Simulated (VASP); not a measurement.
A run of VASP 6.6.1:

Contents of INCAR:

```
PREC = Accurate ; ENCUT = 520
EDIFF = 1E-6 ; ISMEAR = 0
SIGMA = 0.02 ; LREAL = F
LASPH = T ; NELM = 80
ALGO = Normal ; ISIF = 2
LWAVE = F ; LCHARG = T
LELF = T ; LVHAR = T
NBANDS = 25
```

The input KPOINTS:

```
regular mesh
0
Gamma
  6 6 6
```

Contents of POSCAR:

```
SiO2
1.0
   -2.4617853257      2.4619507953      3.6434726578
    2.4618412994     -2.4617120378      3.6433567555
    2.4617907625      2.4617174745     -3.6433212629
Si O
2 4
Direct
    0.0195058760     -0.0067260861      0.0124463370
    0.7695044246      0.2432741178      0.5124464926
    0.9939743561      0.6182730143      0.8619903459
    0.3945043783      0.2177462212      0.3619329084
    0.7950225200      0.1183492002      0.1629632702
    0.8945199489      0.0187349431      0.6629070484
```

Potentials or basis: VASP PAW LDA potentials, release 64 (Si, O).

The run is started by

```sh
$ cat potpaw_LDA.64/Si/POTCAR potpaw_LDA.64/O/POTCAR > POTCAR
$ mpirun -np 1 vasp_std > vasp.out
```

Hardware: 1 thread of Intel(R) Xeon(R) 6975P-C (Granite Rapids) (shared host).

Task: Estimate the wall time of this run.

Result: Run time: 2.3 min on 1 thread of Intel(R) Xeon(R) 6975P-C (Granite Rapids), on a shared host, peak memory 0.31 GiB. Counts: scf iterations 13, k points 112.
